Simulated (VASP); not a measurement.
SbMo2, 3 atoms in the cell. The structure is hexagonal, space group P6/mmm (No. 191). The conventional cell has a = 4.456 Å, b = 4.456 Å, c = 3.238 Å, α = 90.00°, β = 90.00°, γ = 120.00°. Within 4.0 Å of Sb (site symmetry 6/mmm) lie 12 Mo at 3.04 Å and 2 Sb at 3.24 Å. Within 3.4 Å of Mo (site symmetry -6m2) lie 5 Mo at 2.57 to 3.24 Å and 6 Sb at 3.04 Å. 

| Item | Value |
| --- | --- |
| Program | VASP 6.6.1 |
| Task | relaxation of cell and atoms |
| Functional | PBE |
| Potentials or basis | VASP PAW PBE potentials, release 64 (Sb, Mo_sv) |
| Cutoff | 600 eV |
| k mesh | 12 × 12 × 14 |
| Occupations | gaussian, width 0.1 eV |
| Spin | no spin polarisation |
| Dipole correction | no |
| Further INCAR settings | ALGO = Fast; EDIFF = 1e-06; IBRION = 2; EDIFFG = -0.01; NSW = 100; ISIF = 3 |

Potentials or basis: VASP PAW PBE potentials, release 64 (Sb, Mo_sv).

Launch:

```sh
$ cat potpaw_PBE.64/Sb/POTCAR potpaw_PBE.64/Mo_sv/POTCAR > POTCAR
$ mpirun -np 1 vasp_std > vasp.out
```

Hardware: 1 thread of Oxide Virtual Turin-like Processor (shared host).

Question: How long does it take, and how much memory?

Answer: Run time: 8 min on 1 thread of Oxide Virtual Turin-like Processor (shared host), peak memory 0.31 GiB. Counts: scf iterations 47, k points 152, ion steps 5.
